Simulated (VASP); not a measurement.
# Ca4Si3N in VASP: further runs, part 2 of 2

VASP 6.6.1. Earlier steps stand in the parts before.

### Step 4. Single point, PBE

INCAR reads:

```
SYSTEM = Ca4Si3N
PREC = Accurate ; ENCUT = 520
EDIFF = 1E-6 ; ISMEAR = 0
SIGMA = 0.1 ; LREAL = .FALSE.
LASPH = .TRUE. ; NELM = 100
ALGO = Fast ; ISIF = 2
LWAVE = .FALSE. ; LCHARG = .FALSE.
GGA = PE ; NBANDS = 38
```

KPOINTS reads:

```
regular mesh
0
G
  6 6 4
  0 0 0
```

POSCAR reads:

```
Ca4Si3N
1.0
    4.9846883613      0.0000000000      0.0000000000
    0.0000000000      4.9846883613      0.0000000000
    0.0000000000      0.0000000000      7.4209067546
Ca Si N
4 3 1
Direct
    0.5000000000      0.0000000000      0.9732262486
    0.5000000000      0.0000000000      0.4535009829
    0.0000000000      0.5000000000      0.9732262486
    0.0000000000      0.5000000000      0.4535009829
    0.5000000000      0.5000000000      0.7201413151
    0.0000000000      0.0000000000      0.1960934300
    0.0000000000      0.0000000000      0.7372765516
    0.5000000000      0.5000000000      0.4930342904
```

Potentials or basis: VASP PAW PBE potentials, release 64 (Ca_sv, Si, N).

The run is started by

```
> cat potpaw_PBE.64/Ca_sv/POTCAR potpaw_PBE.64/Si/POTCAR potpaw_PBE.64/N/POTCAR > POTCAR
> mpirun -np 1 vasp_std > vasp.out
```

OUTCAR:

```text
SYSTEM = Ca4Si3N
   PREC = Accurate
   ENCUT = 520
   EDIFF = 1E-6
   ISMEAR = 0
   LREAL = .FALSE.
   LASPH = .TRUE.
   NELM = 100
   ISIF = 2
   GGA = PE

 ion  position               nearest neighbor table
   1  0.500  0.000  0.973-   6 2.99   6 2.99   7 3.05   7 3.05   5 3.12   5 3.12
   2  0.500  0.000  0.454-   6 3.14   6 3.14
   3  0.000  0.500  0.973-   6 2.99   6 2.99   7 3.05   7 3.05   5 3.12   5 3.12
   4  0.000  0.500  0.454-   6 3.14   6 3.14
   5  0.500  0.500  0.720-   8 1.69   3 3.12   1 3.12   1 3.12   3 3.12
   6  0.000  0.000  0.196-   1 2.99   3 2.99   3 2.99   1 2.99   2 3.14   4 3.14   4 3.14   2 3.14

   7  0.000  0.000  0.737-   1 3.05   3 3.05   3 3.05   1 3.05
   8  0.500  0.500  0.493-   5 1.69

  LATTYP: Found a simple tetragonal cell.
 ALAT       =     4.9846883613
 C/A-ratio  =     1.4887403618

  Lattice vectors:

 A1 = (   4.9846883613,   0.0000000000,   0.0000000000)
 A2 = (   0.0000000000,   4.9846883613,   0.0000000000)
 A3 = (   0.0000000000,   0.0000000000,   7.4209067546)

Analysis of symmetry for initial positions (statically):
=====================================================================
 Subroutine PRICEL returns:
 Original cell was already a primitive cell.

[... 194 lines left out ...]
      3     -36.5379      2.00000
      4     -36.4999      2.00000
      5     -18.0183      2.00000
      6     -18.0183      2.00000
[... 973 lines left out ...]
     37       7.2140      0.00000
     38       7.4362      0.00000

 [... further k-points ...]

------------------------ aborting loop because EDIFF is reached ----------------------------------------

  FORCE on cell =-STRESS in cart. coord.  units (eV):
  Direction    XX          YY          ZZ          XY          YZ          ZX
  --------------------------------------------------------------------------------------
  -------------------------------------------------------------------------------------
  Total        0.1571563      0.1571563      0.1177453      0.0000000     -0.0000000      0.0000000
  in kB        1.3655556      1.3655556      1.0231070      0.0000000     -0.0000000      0.0000000
  external PRESSURE =       1.2514061 kB  Pullay stress =       0.0000000 kB

 VOLUME and BASIS-vectors are now :
 -----------------------------------------------------------------------------
  energy-cutoff  :      520.00
  volume of cell :      184.39
      direct lattice vectors                 reciprocal lattice vectors
     4.984688361  0.000000000  0.000000000     0.200614347  0.000000000  0.000000000
     0.000000000  4.984688361  0.000000000     0.000000000  0.200614347  0.000000000
     0.000000000  0.000000000  7.420906755     0.000000000  0.000000000  0.134754422

 POSITION                                       TOTAL-FORCE (eV/Angst)
 -----------------------------------------------------------------------------------
      2.49234      0.00000      7.22222         0.000000     -0.000000      0.002925
      2.49234      0.00000      3.36539         0.000000     -0.000000     -0.005462
      0.00000      2.49234      7.22222         0.000000     -0.000000      0.002925
      0.00000      2.49234      3.36539         0.000000      0.000000     -0.005462
      2.49234      2.49234      5.34410         0.000000      0.000000      0.035772
      0.00000      0.00000      1.45519        -0.000000     -0.000000      0.000989
      0.00000      0.00000      5.47126         0.000000     -0.000000     -0.002593
      2.49234      2.49234      3.65876         0.000000     -0.000000     -0.029094
 -----------------------------------------------------------------------------------
    total drift:                               -0.000000      0.000000     -0.000234

  FREE ENERGIE OF THE ION-ELECTRON SYSTEM (eV)
  ---------------------------------------------------
  free  energy   TOTEN  =       -35.8514583677 eV

  energy  without entropy=      -35.8364685656  energy(sigma->0) =      -35.84396347
```

OSZICAR:

```text
N       E                     dE             d eps       ncg     rms          rms(c)
DAV:   1     0.514276595422E+03    0.51428E+03   -0.26864E+04  2280   0.138E+03
DAV:   2     0.284069535491E+01   -0.51144E+03   -0.49983E+03  2544   0.400E+02
DAV:   3    -0.367145523137E+02   -0.39555E+02   -0.38951E+02  3560   0.889E+01
[... 14 lines left out ...]
RMM:  18    -0.358514487235E+02   -0.10175E-04   -0.91355E-05  3642   0.246E-02    0.315E-03
RMM:  19    -0.358514535772E+02   -0.48537E-05   -0.47233E-05  3265   0.170E-02    0.604E-03
RMM:  20    -0.358514562600E+02   -0.26828E-05   -0.24439E-05  3034   0.122E-02    0.688E-03
RMM:  21    -0.358514576205E+02   -0.13605E-05   -0.12904E-05  2637   0.898E-03    0.657E-03
RMM:  22    -0.358514583677E+02   -0.74726E-06   -0.77207E-06  2332   0.716E-03
   1 F= -.35851458E+02 E0= -.35843963E+02  d E =-.149898E-01
```

stdout:

```text
POSCAR found type information on POSCAR CaSiN
 POSCAR found :  3 types and       8 ions
 scaLAPACK will be used
 LDA part: xc-table for (Slater+PW92), standard interpolation
 POSCAR, INCAR and KPOINTS ok, starting setup
 FFT: planning ... GRIDC
 FFT: planning ... GRID_SOFT
 FFT: planning ... GRID
 WAVECAR not read
 entering main loop
WARNING in EDDRMM: call to ZHEGV failed, returncode =   6  3     22
WARNING in EDDRMM: call to ZHEGV failed, returncode =   6  3     10
WARNING in EDDRMM: call to ZHEGV failed, returncode =   6  3     13
```

Wall time 3.5 min (1 thread of Oxide Virtual Turin-like, shared host); peak memory 0.35 GiB.

What came out:

| Item | Value |
| --- | --- |
| Free energy | -35.8515 eV |
| Pressure | 0.1 GPa |
| Largest force | 0.036 eV/Å |
| Band gap on the k mesh | zero (an odd number of electrons rules out a gap without spin polarisation) |

Forces in eV/Å, atoms in the order of the input:
```
Ca   0.000  0.000  0.003
Ca   0.000  0.000 -0.005
Ca   0.000  0.000  0.003
Ca   0.000  0.000 -0.005
Si   0.000  0.000  0.036
Si   0.000  0.000  0.001
Si   0.000  0.000 -0.003
N    0.000  0.000 -0.029
```

### Step 5. Single point, PBE

INCAR reads:

```
PREC = Accurate
ENCUT = 520
EDIFF = 1E-7
ISMEAR = 0
SIGMA = 0.1
LREAL = False
LASPH = True
NELM = 60
ALGO = Fast
ISIF = 2
LWAVE = False
LCHARG = False
GGA = PE
NBANDS = 38
```

KPOINTS reads:

```
Automatic mesh
0
Gamma
  6 6 4
```

POSCAR reads:

```
Ca4Si3N
1.0
    4.9858788423      0.0000000000      0.0000000000
    0.0000000000      4.9858788423      0.0000000000
    0.0000000000      0.0000000000      7.4177886297
Ca Si N
4 3 1
Direct
    0.5000000000      0.0000000000      0.9732311176
    0.5000000000      0.0000000000      0.4535475779
    0.0000000000      0.5000000000      0.9732311176
    0.0000000000      0.5000000000      0.4535475779
    0.5000000000      0.5000000000      0.7201524824
    0.0000000000      0.0000000000      0.1960340525
    0.0000000000      0.0000000000      0.7373045817
    0.5000000000      0.5000000000      0.4929515426
```

The run is started by

```
> cat potpaw_PBE.64/Ca_sv/POTCAR potpaw_PBE.64/Si/POTCAR potpaw_PBE.64/N/POTCAR > POTCAR
> mpirun -np 1 vasp_std > vasp.out
```

It took 5.2 min on 1 thread of Oxide Virtual Turin-like, shared host; peak memory 0.36 GiB.

The run converged. Its results:

```
Free energy            : -35.8515 eV
Pressure               : 0.1 GPa
Largest force          : 0.036 eV/Å
Band gap on the k mesh : zero (an odd number of electrons rules out a gap without spin polarisation)
```

Forces in eV/Å, atoms in the order of the input:
```
Ca   0.000  0.000  0.002
Ca   0.000  0.000 -0.006
Ca   0.000  0.000  0.002
Ca   0.000  0.000 -0.006
Si   0.000  0.000  0.036
Si   0.000  0.000  0.002
Si   0.000  0.000 -0.002
N    0.000  0.000 -0.029
```

Levels at points of the mesh, in eV from the Fermi level:
```csv
k point,band 24,band 25,band 26,band 27,band 28,band 29,band 30,band 31,band 32,band 33
"(0.00, 0.00, 0.00)",-3.14,-1.28,-1.28,-0.55,-0.55,0.77,0.90,1.12,1.31,1.70
"(0.50, 0.00, 0.00)",-2.39,-1.66,-1.13,-0.74,-0.73,-0.24,-0.01,1.26,1.72,1.99
"(0.50, 0.50, 0.00)",-2.24,-2.24,-1.94,-1.19,-1.19,0.74,0.82,1.27,1.27,2.03
"(0.00, 0.00, 0.50)",-1.49,-1.10,-1.10,-0.96,-0.76,-0.76,0.49,1.29,1.60,1.79
"(0.50, 0.00, 0.50)",-2.00,-1.35,-1.13,-0.95,-0.90,-0.73,-0.02,0.14,1.73,2.27
"(0.50, 0.50, 0.50)",-2.52,-2.52,-1.20,-1.20,-1.14,-0.46,0.54,1.72,1.72,1.90
```

### Step 6. Single point, PBE

INCAR reads:

```
SYSTEM = Ca4Si3N
ALGO     = Fast           ! electronic algorithm
EDIFF    = 1E-6           ! SCF threshold, eV
ENCUT    = 520            ! plane-wave cutoff, eV
GGA      = PE             ! functional
ISIF     = 2              ! what is computed and relaxed
ISMEAR   = 0              ! smearing method
LASPH    = .TRUE.         ! aspherical terms in the spheres
LCHARG   = .FALSE.        ! write CHGCAR
LREAL    = .FALSE.        ! projectors in reciprocal space
LWAVE    = .FALSE.        ! write WAVECAR
NBANDS   = 38             ! bands
NELM     = 80             ! most SCF steps
PREC     = Accurate       ! precision mode
SIGMA    = 0.2            ! smearing width, eV
```

KPOINTS reads:

```
k-points
0
G
  4 4 4
  0 0 0
```

POSCAR reads:

```
Ca4Si3N
1.0
    4.9862444211     -0.0004922355      0.0012386562
   -0.0004319623      4.9950859419      0.0010870548
    0.0018876564      0.0017410019      7.4082769045
Ca Si N
4 3 1
Direct
    0.4992240597      0.0001763916      0.9733892155
    0.4995888742      0.0006795251      0.4535893378
    0.0005063437      0.4993534217      0.9734863409
    0.0006994397      0.4998519198      0.4534061274
    0.5029840262      0.5020422183      0.7202533959
   -0.0007478163     -0.0006010194      0.1957554157
   -0.0018756464      0.9986351439      0.7374039713
    0.4996207193      0.4998623990      0.4927162455
```

Potentials or basis: VASP PAW PBE potentials, release 64 (Ca_sv, Si, N).

The run is started by

```
> cat potpaw_PBE.64/Ca_sv/POTCAR potpaw_PBE.64/Si/POTCAR potpaw_PBE.64/N/POTCAR > POTCAR
> mpirun -np 1 vasp_std > vasp.out
```

It took 4.1 min on 1 thread of Oxide Virtual Turin-like, shared host; peak memory 0.38 GiB.

The run converged. Its results:

```
Free energy            : -35.8835 eV
Pressure               : 0.1 GPa
Largest force          : 0.029 eV/Å
Band gap on the k mesh : zero (an odd number of electrons rules out a gap without spin polarisation)
```

Forces in eV/Å, atoms in the order of the input:
```
Ca   0.000  0.002 -0.012
Ca   0.000 -0.004  0.003
Ca   0.000  0.000 -0.011
Ca  -0.003 -0.001  0.001
Si  -0.004 -0.002  0.029
Si   0.001  0.002 -0.002
Si   0.003  0.003  0.001
N    0.003  0.000 -0.009
```

Stress tensor (GPa, compression positive):
```
 0.18  0.00 -0.03
 0.00  0.05 -0.02
-0.03 -0.02  0.07
```

Levels at points of the mesh, in eV from the Fermi level:
```
           k point  band 25  band 26  band 27  band 28  band 29  band 30  band 31  band 32
(0.00, 0.00, 0.00)    -1.21    -1.21    -0.50    -0.49     0.84     0.96     1.19     1.38
(0.50, 0.00, 0.00)    -1.60    -1.06    -0.69    -0.66    -0.17     0.05     1.34     1.79
(0.00, 0.50, 0.00)    -1.59    -1.06    -0.68    -0.66    -0.16     0.06     1.35     1.79
(0.50, 0.50, 0.00)    -2.17    -1.88    -1.12    -1.12     0.83     0.89     1.33     1.33
(0.00, 0.00, 0.50)    -1.04    -1.03    -0.89    -0.70    -0.70     0.56     1.36     1.66
(0.50, 0.00, 0.50)    -1.28    -1.06    -0.88    -0.82    -0.67     0.05     0.20     1.80
(0.00, 0.50, 0.50)    -1.28    -1.05    -0.88    -0.82    -0.66     0.05     0.22     1.80
(0.50, 0.50, 0.50)    -2.45    -1.13    -1.13    -1.07    -0.38     0.61     1.78     1.79
```

### Step 7. Relaxation of cell and atoms, PBE

This run uses another cell than the first one, of 19.16 Å³/atom.

INCAR reads:

```
PREC = Accurate
ENCUT = 600
EDIFF = 1E-6
ISMEAR = 0
SIGMA = 0.2
LREAL = F
LASPH = T
NELM = 60
ALGO = Normal
ISIF = 3
LWAVE = F
LCHARG = F
GGA = PE
IBRION = 2
NSW = 36
EDIFFG = -0.08
```

KPOINTS reads:

```
Automatic mesh
0
Gamma
  5 5 2
```

POSCAR reads:

```
Ca4Si3N
1.0
    3.5302408700      0.0000000000      0.0000000000
    0.0000000000      3.5302408700      0.0000000000
    0.0000000000      0.0000000000     12.3008938400
Ca Si N
4 3 1
Direct
    0.5000000000      0.0000000000      0.0030040000
    0.5000000000      0.0000000000      0.4863730100
    0.0000000000      0.5000000000      0.0030040000
    0.0000000000      0.5000000000      0.4863730100
    0.5000000000      0.5000000000      0.8616139900
    0.0000000000      0.0000000000      0.1441340000
    0.0000000000      0.0000000000      0.6153920300
    0.5000000000      0.5000000000      0.4001060100
```

The run is started by

```
> cat potpaw_PBE.64/Ca_sv/POTCAR potpaw_PBE.64/Si/POTCAR potpaw_PBE.64/N/POTCAR > POTCAR
> mpirun -np 1 vasp_std > vasp.out
```

Wall time 23 min (1 thread of Oxide Virtual Turin-like, shared host); peak memory 0.29 GiB.

It converged, with:

* Free energy: -35.7965 eV
* Relaxed volume: 22.77 Å³/atom
* Relaxed cell: a = 4.868 Å, b = 4.868 Å, c = 7.687 Å, α = 90.00°, β = 90.00°, γ = 90.00°
* Space group after relaxing (to 0.1 Å): P4mm (No. 99)
* Pressure after relaxing: 0.0 GPa
* Largest force after relaxing: 0.014 eV/Å
* Band gap on the k mesh: zero (an odd number of electrons rules out a gap without spin polarisation)

Forces in eV/Å, atoms in the order of the input:
```
Ca   0.000  0.000 -0.012
Ca   0.000  0.000  0.007
Ca   0.000  0.000 -0.012
Ca   0.000  0.000  0.007
Si   0.000  0.000  0.004
Si   0.000  0.000  0.011
Si   0.000  0.000  0.010
N    0.000  0.000 -0.014
```

Final structure:
```
Ca Si N
1.0
     4.86815    0.00000    0.00000
     0.00000    4.86815    0.00000
     0.00000    0.00000    7.68724
Ca Si N
4 3 1
Direct
  0.50000 0.00000 0.97585
  0.50000 0.00000 0.44852
  0.00000 0.50000 0.97585
  0.00000 0.50000 0.44852
  0.50000 0.50000 0.71901
  0.00000 0.00000 0.20055
  0.00000 0.00000 0.73081
  0.50000 0.50000 0.50088
```

Levels at points of the mesh, in eV from the Fermi level:
| k point | band 26 | band 27 | band 28 | band 29 | band 30 | band 31 |
| --- | --- | --- | --- | --- | --- | --- |
| (0.00, 0.00, 0.00) | -0.98 | -0.20 | -0.20 | 0.84 | 1.25 | 1.27 |
| (0.00, 0.00, 0.50) | -0.77 | -0.77 | -0.48 | -0.48 | 0.59 | 1.52 |

Caveat: the volume moved by over 15 % at a fixed basis, so the end points are rough.

### Step 8. The runs side by side

| task | cell | k mesh | cutoff (eV) | smearing | gap on the mesh (eV) | pressure (GPa) | largest force (eV/Å) |
| --- | --- | --- | --- | --- | --- | --- | --- |
| single point | a = 4.985, b = 4.985, c = 7.421 Å, 8 atoms, atomic positions A | 4 × 4 × 4 | 520 | gaussian 0.2 eV | none | 0.2 | 0.04 |
| single point | a = 4.802, b = 4.802, c = 7.036 Å, 8 atoms, atomic positions B | 6 × 6 × 4 | 520 | gaussian 0.1 eV | none | 7.8 | 0.03 |
| single point | a = 4.985, b = 4.985, c = 7.421 Å, 8 atoms, atomic positions A | 6 × 6 × 4 | 520 | gaussian 0.1 eV | none | 0.1 | 0.04 |
| single point | a = 4.986, b = 4.986, c = 7.418 Å, 8 atoms, atomic positions C | 6 × 6 × 4 | 520 | gaussian 0.1 eV | none | 0.1 | 0.04 |
| single point | a = 4.986, b = 4.995, c = 7.408 Å, 8 atoms, atomic positions D | 4 × 4 × 4 | 520 | gaussian 0.2 eV | none | 0.1 | 0.03 |
| relaxation of cell and atoms | relaxed from a = 3.530, b = 3.530, c = 12.301 Å, 8 atoms, atomic positions E | 5 × 5 × 2 | 600 | gaussian 0.2 eV | none | 0.0 | 0.01 |

Alike in all rows: level PBE; potentials or basis VASP PAW PBE potentials, release 64 (Ca_sv, Si, N); no spin polarisation.

Caveats: the cell stands under pressure (at least some runs); the volume moved by over 15 % at a fixed basis, so the end points are rough (at least some runs).

Absolute energies hang on the potentials; compare differences alone.
